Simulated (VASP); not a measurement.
# NaH8 (Pm-3m) in VASP: notebook

NaH8 is run at these levels: PBE; tasks: single point, relaxation of cell and atoms.

All numbers are computed with VASP 6.6.1; they aren't measurements. Logs are shortened: lines on timing, memory, paths and dates and some standing lists are left out, and cuts for length are marked.

## 1. The cell of the first run

It takes space group Pm-3m (No. 221, cubic). The conventional cell has a = 4.036 Å, b = 4.036 Å, c = 4.036 Å, α = 90.00°, β = 90.00°, γ = 90.00°. Na (site symmetry m-3m) has 32 H at 2.44 to 3.30 Å within 3.3 Å. H (site symmetry 3m) has 3 H at 1.22 Å within 1.6 Å.

The cell was generated, and may not be a known phase.

## 2. Single point, PBE

INCAR

```
SYSTEM = NaH8
PREC = Accurate ; ENCUT = 520
EDIFF = 1E-6 ; ISMEAR = 0
SIGMA = 0.1 ; LREAL = .FALSE.
LASPH = .TRUE. ; NELM = 80
ALGO = Normal ; ISIF = 2
LWAVE = .FALSE. ; LCHARG = .FALSE.
GGA = PE ; NBANDS = 18
```

KPOINTS

```
regular mesh
0
G
  4 4 4
  0 0 0
```

POSCAR

```
NaH8
1.0
    4.0361407636      0.0000000000      0.0000000000
    0.0000000000      4.0361407636      0.0000000000
    0.0000000000      0.0000000000      4.0361407636
Na H
1 8
Direct
    0.0000000000      0.0000000000      0.0000000000
    0.6509102011      0.6509102011      0.6509102011
    0.3490897989      0.3490897989      0.6509102011
    0.3490897989      0.6509102011      0.3490897989
    0.6509102011      0.3490897989      0.3490897989
    0.6509102011      0.6509102011      0.3490897989
    0.3490897989      0.3490897989      0.3490897989
    0.6509102011      0.3490897989      0.6509102011
    0.3490897989      0.6509102011      0.6509102011
```

Potentials or basis: VASP PAW PBE potentials, release 64 (Na_pv, H).

Launch:

```
cat potpaw_PBE.64/Na_pv/POTCAR potpaw_PBE.64/H/POTCAR > POTCAR
mpirun -np 1 vasp_std > vasp.out
```

OUTCAR:

```text
SYSTEM = NaH8
   PREC = Accurate
   ENCUT = 520
   EDIFF = 1E-6
   ISMEAR = 0
   LREAL = .FALSE.
   LASPH = .TRUE.
   NELM = 80
   ISIF = 2
   GGA = PE

 ion  position               nearest neighbor table
   1  0.000  0.000  0.000-
   2  0.651  0.651  0.651-
   3  0.349  0.349  0.651-
   4  0.349  0.651  0.349-
   5  0.651  0.349  0.349-
   6  0.651  0.651  0.349-
   7  0.349  0.349  0.349-
   8  0.651  0.349  0.651-
   9  0.349  0.651  0.651-

  LATTYP: Found a simple cubic cell.
 ALAT       =     4.0361407636

  Lattice vectors:

 A1 = (   4.0361407636,   0.0000000000,   0.0000000000)
 A2 = (   0.0000000000,   4.0361407636,   0.0000000000)
 A3 = (   0.0000000000,   0.0000000000,   4.0361407636)

Analysis of symmetry for initial positions (statically):
=====================================================================
 Subroutine PRICEL returns:
 Original cell was already a primitive cell.

 Routine SETGRP: Setting up the symmetry group for a
 simple cubic supercell.

 Subroutine GETGRP returns: Found 48 space group operations
 (whereof 48 operations were pure point group operations)
 out of a pool of 48 trial point group operations.

The static configuration has the point symmetry O_h .

Analysis of symmetry for dynamics (positions and initial velocities):
=====================================================================
 Subroutine PRICEL returns:
 Original cell was already a primitive cell.

 Routine SETGRP: Setting up the symmetry group for a
 simple cubic supercell.

 Subroutine GETGRP returns: Found 48 space group operations
 (whereof 48 operations were pure point group operations)
 out of a pool of 48 trial point group operations.

The dynamic configuration has the point symmetry O_h .

 Subroutine INISYM returns: Found 48 space group operations
 (whereof 48 operations are pure point group operations),
 and found     1 'primitive' translations

----------------------------------------------------------------------------------------

                                     Primitive cell

  volume of cell :      65.7505

  direct lattice vectors                    reciprocal lattice vectors
     4.036140764  0.000000000  0.000000000     0.247761428  0.000000000  0.000000000
     0.000000000  4.036140764  0.000000000     0.000000000  0.247761428  0.000000000
     0.000000000  0.000000000  4.036140764     0.000000000  0.000000000  0.247761428

  length of vectors
     4.036140764  4.036140764  4.036140764     0.247761428  0.247761428  0.247761428

  position of ions in fractional coordinates (direct lattice)
     0.000000000  0.000000000  0.000000000
     0.650910201  0.650910201  0.650910201
     0.349089799  0.349089799  0.650910201
     0.349089799  0.650910201  0.349089799
     0.650910201  0.349089799  0.349089799
     0.650910201  0.650910201  0.349089799
     0.349089799  0.349089799  0.349089799
     0.650910201  0.349089799  0.650910201
     0.349089799  0.650910201  0.650910201

  ion indices of the primitive-cell ions
   primitive index   ion index
                 1           1
                 2           2
                 3           3
                 4           4
                 5           5
                 6           6
                 7           7
                 8           8
                 9           9

----------------------------------------------------------------------------------------

 KPOINTS: regular mesh

Automatic generation of k-mesh.
 Grid dimensions read from file:
 generate k-points for:    4    4    4

 Generating k-lattice:

  Cartesian coordinates                     Fractional coordinates (reciprocal lattice)
     0.061940357  0.000000000  0.000000000     0.250000000  0.000000000  0.000000000
     0.000000000  0.061940357  0.000000000     0.000000000  0.250000000  0.000000000
     0.000000000  0.000000000  0.061940357     0.000000000  0.000000000  0.250000000

  Length of vectors
     0.061940357  0.061940357  0.061940357

  Shift w.r.t. Gamma in fractional coordinates (k-lattice)
     0.000000000  0.000000000  0.000000000

 Subroutine IBZKPT returns following result:
 ===========================================

 Found     10 irreducible k-points:

 Following reciprocal coordinates:
            Coordinates               Weight
  0.000000  0.000000  0.000000      1.000000
  0.250000  0.000000  0.000000      6.000000
  0.500000  0.000000  0.000000      3.000000
  0.250000  0.250000  0.000000     12.000000
  0.500000  0.250000  0.000000     12.000000
  0.500000  0.500000  0.000000      3.000000
  0.250000  0.250000  0.250000      8.000000
  0.500000  0.250000  0.250000     12.000000
  0.500000  0.500000  0.250000      6.000000
  0.500000  0.500000  0.500000      1.000000
   k-points           NKPTS =     10   k-points in BZ     NKDIM =     10   number of bands    NBANDS=     18
   number of dos      NEDOS =    301   number of ions     NIONS =      9
   total plane-waves  NPLWV =  27000
   dimension x,y,z NGX =    30 NGY =   30 NGZ =   30
   dimension x,y,z NGXF=    60 NGYF=   60 NGZF=   60
   ions per type =               1   8
   NGX,Y,Z   is equivalent  to a cutoff of  12.36, 12.36, 12.36 a.u.
   NGXF,Y,Z  is equivalent  to a cutoff of  24.71, 24.71, 24.71 a.u.
 SYSTEM =  NaH8
   PREC   = accura    normal or accurate (medium, high low for compatibility)
   ISTART =      0    job   : 0-new  1-cont  2-samecut
   ICHARG =      2    charge: 1-file 2-atom 10-const
   ISPIN  =      1    spin polarized calculation?
   LNONCOLLINEAR =      F non collinear calculations
   LSORBIT =      F    spin-orbit coupling
   LASPH  =      T    aspherical Exc in radial PAW
   ENCUT  =  520.0 eV  38.22 Ry    6.18 a.u.   7.50  7.50  7.50*2*pi/ulx,y,z
   NELM   =     80;   NELMIN=  2; NELMDL= -5     # of ELM steps
   EDIFF  = 0.1E-05   stopping-criterion for ELM
   LREAL  =      F    real-space projection
   EDIFFG = 0.1E-04   stopping-criterion for IOM
   NSW    =      0    number of steps for IOM
   IBRION =     -1    ionic relax: 0-MD 1-quasi-New 2-CG
   NFREE  =      0    steps in history (QN), initial steepest desc. (CG)
   ISIF   =      2    stress and relaxation
   ISYM   =      2    0-nonsym 1-usesym 2-fastsym
   POTIM  = 0.5000    time-step for ionic-motion
   TEBEG  =    0.0;   TEEND  =   0.0 temperature during run
   PSTRESS=    0.0 pullay stress
   NELECT =      15.0000    total number of electrons
   NUPDOWN=      -1.0000    fix difference up-down
   EMIN   =  10.00;   EMAX   =-10.00  energy-range for DOS
   EFERMI =   0.00;   METHOD = LEGACY
   ISMEAR =     0;   SIGMA  =   0.10  broadening in eV -4-tet -1-fermi 0-gaus
   EFERMI_NEDOS =   21; number of points for ismear=-14 and -15
   IALGO  =     38    algorithm
   IMIX   =      4    mixing-type and parameters
     AMIX     =   0.40;   BMIX     =  1.00
     AMIX_MAG =   1.60;   BMIX_MAG =  1.00
  volume/ion in A,a.u.               =       7.31        49.30
  Fermi-wavevector in a.u.,A,eV,Ry     =   1.000320  1.890331 13.614535  1.000640
  Thomas-Fermi vector in A             =   2.132669
   LORBIT       =      0    0 simple, 1 ext, 2 COOP (PROOUT), +10 PAW based schemes
   GGA     = PE    functional components
   LHFCALC =     F    Hartree Fock is set to
   AEXX    =    0.0000 exact exchange contribution
   IVDW    =     0    specifies the selected vdW correction
   LEPSILON=     F    determine dielectric tensor
   LRPA    =     F    only Hartree local field effects (RPA)
 non-spin polarized calculation
 Gauss-broadening in eV      SIGMA  =   0.10
  energy-cutoff  :      520.00
  volume of cell :       65.75
 maximum number of plane-waves:      1800
   NGX = 15   NGY = 15   NGZ = 15

 number of electron      14.9999966 magnetization

 Free energy of the ion-electron system (eV)
  ---------------------------------------------------
  ext. energy  EPLUGINS =         0.00000000
  ---------------------------------------------------
  free energy    TOTEN  =       -22.12455285 eV

  energy without entropy =      -22.11342260  energy(sigma->0) =      -22.11898773

 E-fermi :   1.1930     XC(G=0):  -7.9884

 val. band max:        1.1670156900   @ k =   0.5000   0.2500   0.2500
 cond. band min:       1.2210868230   @ k =   0.0000   0.0000   0.0000
 fundamental gap:      0.0540711331
 Fermi energy:         1.1930304514

 k-point     1 :       0.0000    0.0000    0.0000
  band No.  band energies     occupation
      1     -23.9713      2.00000
      2     -23.9713      2.00000
      3     -23.9713      2.00000
      4     -12.5806      2.00000
      5      -3.8099      2.00000
      6      -3.8099      2.00000
[... 10 lines left out ...]
     17      13.1231      0.00000
     18      13.9329      0.00000

 k-point     2 :       0.2500    0.0000    0.0000
  band No.  band energies     occupation
      1     -23.9762      2.00000
      2     -23.9708      2.00000
      3     -23.9708      2.00000
      4     -12.4038      2.00000
      5      -4.8921      2.00000
      6      -3.6500      2.00000
[... 10 lines left out ...]
     17      11.7483      0.00000
     18      11.8132      0.00000

 k-point     3 :       0.5000    0.0000    0.0000
  band No.  band energies     occupation
      1     -23.9810      2.00000
      2     -23.9703      2.00000
      3     -23.9703      2.00000
      4     -12.2044      2.00000
      5      -5.7414      2.00000
      6      -3.4709      2.00000
[... 118 lines left out ...]
 k-point     9 :       0.5000    0.5000    0.2500
  band No.  band energies     occupation
      1     -23.9787      2.00000
      2     -23.9787      2.00000
      3     -23.9737      2.00000
      4     -11.7605      2.00000
      5      -4.8652      2.00000
      6      -4.8652      2.00000
[... 10 lines left out ...]
     17      13.2161      0.00000
     18      14.9692      0.00000

 k-point    10 :       0.5000    0.5000    0.5000
  band No.  band energies     occupation
      1     -23.9780      2.00000
      2     -23.9780      2.00000
      3     -23.9780      2.00000
      4     -11.6080      2.00000
      5      -4.6014      2.00000
      6      -4.6014      2.00000
[... 10 lines left out ...]
     17      12.0913      0.00000
     18      15.2248      0.00000

------------------------ aborting loop because EDIFF is reached ----------------------------------------

  FORCE on cell =-STRESS in cart. coord.  units (eV):
  Direction    XX          YY          ZZ          XY          YZ          ZX
  --------------------------------------------------------------------------------------
  -------------------------------------------------------------------------------------
  Total       -0.1009866     -0.1009866     -0.1009866     -0.0000000      0.0000000     -0.0000000
  in kB       -2.4607938     -2.4607938     -2.4607938     -0.0000000      0.0000000     -0.0000000
  external PRESSURE =      -2.4607938 kB  Pullay stress =       0.0000000 kB

 VOLUME and BASIS-vectors are now :
 -----------------------------------------------------------------------------
  energy-cutoff  :      520.00
  volume of cell :       65.75
      direct lattice vectors                 reciprocal lattice vectors
     4.036140764  0.000000000  0.000000000     0.247761428  0.000000000  0.000000000
     0.000000000  4.036140764  0.000000000     0.000000000  0.247761428  0.000000000
     0.000000000  0.000000000  4.036140764     0.000000000  0.000000000  0.247761428

 POSITION                                       TOTAL-FORCE (eV/Angst)
 -----------------------------------------------------------------------------------
      0.00000      0.00000      0.00000         0.000000     -0.000000      0.000000
      2.62717      2.62717      2.62717         0.002723      0.002723      0.002723
      1.40898      1.40898      2.62717        -0.002723     -0.002723      0.002723
      1.40898      2.62717      1.40898        -0.002723      0.002723     -0.002723
      2.62717      1.40898      1.40898         0.002723     -0.002723     -0.002723
      2.62717      2.62717      1.40898         0.002723      0.002723     -0.002723
      1.40898      1.40898      1.40898        -0.002723     -0.002723     -0.002723
      2.62717      1.40898      2.62717         0.002723     -0.002723      0.002723
      1.40898      2.62717      2.62717        -0.002723      0.002723      0.002723
 -----------------------------------------------------------------------------------
    total drift:                                0.000000      0.000000     -0.000000

  FREE ENERGIE OF THE ION-ELECTRON SYSTEM (eV)
  ---------------------------------------------------
  free  energy   TOTEN  =       -22.1245528530 eV

  energy  without entropy=      -22.1134225990  energy(sigma->0) =      -22.11898773
```

Run time: 11 s. Hardware: 1 thread of Intel Xeon Platinum 8259CL at 2.50GHz (Skylake/Cascade Lake), shared host; peak memory 0.15 GiB.

Results:

- Free energy: -22.1246 eV
- Pressure: -0.2 GPa
- Largest force: 0.005 eV/Å
- Band gap on the k mesh: zero (an odd number of electrons rules out a gap without spin polarisation)

Forces in eV/Å, atoms in the order of the input:
```
Na   0.000  0.000  0.000
H    0.003  0.003  0.003
H   -0.003 -0.003  0.003
H   -0.003  0.003 -0.003
H    0.003 -0.003 -0.003
H    0.003  0.003 -0.003
H   -0.003 -0.003 -0.003
H    0.003 -0.003  0.003
H   -0.003  0.003  0.003
```

Levels at points of the mesh, in eV from the Fermi level:
| k point | band 3 | band 4 | band 5 | band 6 | band 7 | band 8 | band 9 | band 10 | band 11 | band 12 |
| --- | --- | --- | --- | --- | --- | --- | --- | --- | --- | --- |
| (0.00, 0.00, 0.00) | -25.16 | -13.77 | -5.00 | -5.00 | -5.00 | 0.03 | 3.49 | 3.49 | 3.49 | 3.69 |
| (0.50, 0.00, 0.00) | -25.16 | -13.40 | -6.93 | -4.66 | -4.66 | 1.70 | 1.70 | 2.32 | 3.95 | 4.15 |
| (0.50, 0.50, 0.00) | -25.16 | -13.09 | -6.28 | -6.28 | -4.31 | -1.41 | 2.19 | 2.19 | 5.01 | 5.99 |
| (0.50, 0.50, 0.50) | -25.17 | -12.80 | -5.79 | -5.79 | -5.79 | -0.42 | -0.42 | -0.42 | 3.28 | 10.58 |

Caveat: the k points lie up to 0.39 Å⁻¹ apart, too coarse for converged energies and pressures of a metal.

## 3. Single point, PBE

This run uses another cell than the first one, of 8.47 Å³/atom.

INCAR

```
SYSTEM = NaH8
PREC = Accurate
ENCUT = 520
EDIFF = 1E-6
ISMEAR = 0
SIGMA = 0.1
LREAL = .False.
LASPH = .True.
NELM = 100
ALGO = Normal
ISIF = 2
LWAVE = .False.
LCHARG = .False.
GGA = PE
NBANDS = 18
```

KPOINTS

```
regular mesh
0
Gamma
  4 4 4
  0 0 0
```

POSCAR

```
NaH8
1.0
    4.2405752600      0.0000000000      0.0000000000
    0.0000000000      4.2405752600      0.0000000000
    0.0000000000      0.0000000000      4.2405752600
Na H
1 8
Direct
    0.0000000000      0.0000000000      0.0000000000
    0.7204308900      0.7204308900      0.7204308900
    0.2795691100      0.2795691100      0.7204308900
    0.2795691100      0.7204308900      0.2795691100
    0.7204308900      0.2795691100      0.2795691100
    0.7204308900      0.7204308900      0.2795691100
    0.2795691100      0.2795691100      0.2795691100
    0.7204308900      0.2795691100      0.7204308900
    0.2795691100      0.7204308900      0.7204308900
```

Potentials or basis: VASP PAW PBE potentials, release 64 (Na_pv, H).

Launch:

```
cat potpaw_PBE.64/Na_pv/POTCAR potpaw_PBE.64/H/POTCAR > POTCAR
mpirun -np 1 vasp_std > vasp.out
```

It took 9.6 s on 1 thread of Intel Xeon Platinum 8259CL at 2.50GHz (Skylake/Cascade Lake), shared host; peak memory 0.17 GiB.

Results (log left out):

```yaml
Free_energy: -16.3850 eV
Pressure: -8.2 GPa
Largest_force: 1.643 eV/Å
Band_gap_on_the_k_mesh: zero (an odd number of electrons rules out a gap without spin polarisation)
```

Forces on the atoms (eV/Å):
```
Na   0.000  0.000  0.000
H   -0.949 -0.949 -0.949
H    0.949  0.949 -0.949
H    0.949 -0.949  0.949
H   -0.949  0.949  0.949
H   -0.949 -0.949  0.949
H    0.949  0.949  0.949
H   -0.949  0.949 -0.949
H    0.949 -0.949 -0.949
```

Levels at points of the mesh, in eV from the Fermi level:
```csv
k point,band 4,band 5,band 6,band 7,band 8,band 9,band 10,band 11
"(0.00, 0.00, 0.00)",-6.73,-1.44,-1.44,-1.44,2.77,2.77,2.77,5.61
"(0.50, 0.00, 0.00)",-5.33,-4.32,-0.45,-0.45,0.87,0.87,3.82,4.80
"(0.50, 0.50, 0.00)",-4.14,-2.94,-2.94,-1.91,0.69,1.75,1.75,3.13
"(0.50, 0.50, 0.50)",-2.89,-1.79,-1.79,-1.79,-0.62,-0.62,-0.62,0.61
```

Caveat: the k points lie up to 0.37 Å⁻¹ apart, too coarse for converged energies and pressures of a metal; forces of over 1 eV/Å act on the atoms, so gaps and moduli don't describe the material at rest.

[end of part 1 of 2]

The gap in the log of VASP goes by the Fermi energy; the results here count the filled bands.